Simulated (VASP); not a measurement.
**SiW3: single point with PBEsol**

The system is SiW3.

```
CELL_PARAMETERS angstrom
0.00000 3.58034 3.58034
3.58034 0.00000 3.58034
3.58034 3.58034 0.00000
ATOMIC_POSITIONS crystal
Si 0.00000 0.00000 0.00000
W 0.25000 0.25000 0.25000
W 0.75000 0.75000 0.75000
W 0.50000 0.50000 0.50000
```

This cell differs from its parent crystal: Au replaced by W, lengths x 1.090, strained.

```json
{"Program": "VASP 6.6.1", "Task": "single point", "Functional": "PBEsol", "Potentials or basis": "VASP PAW PBE potentials, release 64 (Si, W_sv)", "Cutoff": "520 eV", "k mesh": "10 × 10 × 10", "Occupations": "gaussian, width 0.1 eV", "Spin": "no spin polarisation"}
```

The pressure is -46.2 GPa and the band gap on the k mesh is zero (band 23 reaches 7.29 eV, above the bottom of band 24 at 5.77 eV).

Levels at points of the mesh, in eV from the Fermi level:
```csv
k point,band 20,band 21,band 22,band 23,band 24,band 25,band 26,band 27
"(0.00, 0.00, 0.00)",-1.36,-1.36,-1.36,1.16,1.16,1.16,1.63,1.63
"(0.50, 0.00, 0.00)",-1.28,-1.06,-1.06,-0.18,-0.18,1.22,1.22,1.51
"(0.50, 0.50, 0.00)",-1.57,-1.24,-0.25,-0.03,-0.03,0.33,1.10,1.28
```

Wall time 95 s on 1 thread of Intel(R) Xeon(R) 6975P-C (Granite Rapids), with other jobs on the host, peak memory 0.3 GiB.

Caveat: the cell differs from its parent crystal (Au replaced by W, lengths x 1.090, strained); the PAW data sets were made with another functional, which shifts forces and pressure a little; spin-orbit coupling is left out, which moves the levels of the heavy elements.
